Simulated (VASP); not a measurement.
A run of VASP 6.6.1 is set up as follows.

File INCAR:

```
  ALGO = Normal
  EDIFF = 1E-6
  ENCUT = 520
  GGA = PS
  ISIF = 2
  ISMEAR = -1
  LASPH = True
  LCHARG = False
  LREAL = False
  LWAVE = False
  NBANDS = 22
  NELM = 60
  PREC = Accurate
  SIGMA = 0.05
```

File KPOINTS:

```
k-points
0
Gamma
  9 9 4
```

Contents of POSCAR:

```
F
1.0
    2.9904154326     -1.7803105115      0.1722548513
    2.9904154326      1.7803105115      0.1722548513
   -1.2231336987      0.0000000000      6.6948962578
F
4
Direct
    0.9217777019      0.5857884117      0.0939778158
    0.4142115883      0.0782222981      0.4060221842
    0.0782222981      0.4142115883      0.9060221842
    0.5857884117      0.9217777019      0.5939778158
```

Potentials or basis: VASP PAW PBE potentials, release 64 (F).

The run is started by

```sh
$ cat potpaw_PBE.64/F/POTCAR > POTCAR
$ mpirun -np 1 vasp_std > vasp.out
```

(1) Estimate the band gap on the k mesh.

(2) What does it give for the pressure?

Answers

(1) 3.08 eV.

(2) 0.4 GPa.

Caveat: this functional lacks dispersion, which holds the molecules together, so the pressure and a relaxed volume are unreliable; the PAW data sets were made with another functional, which shifts forces and pressure a little.
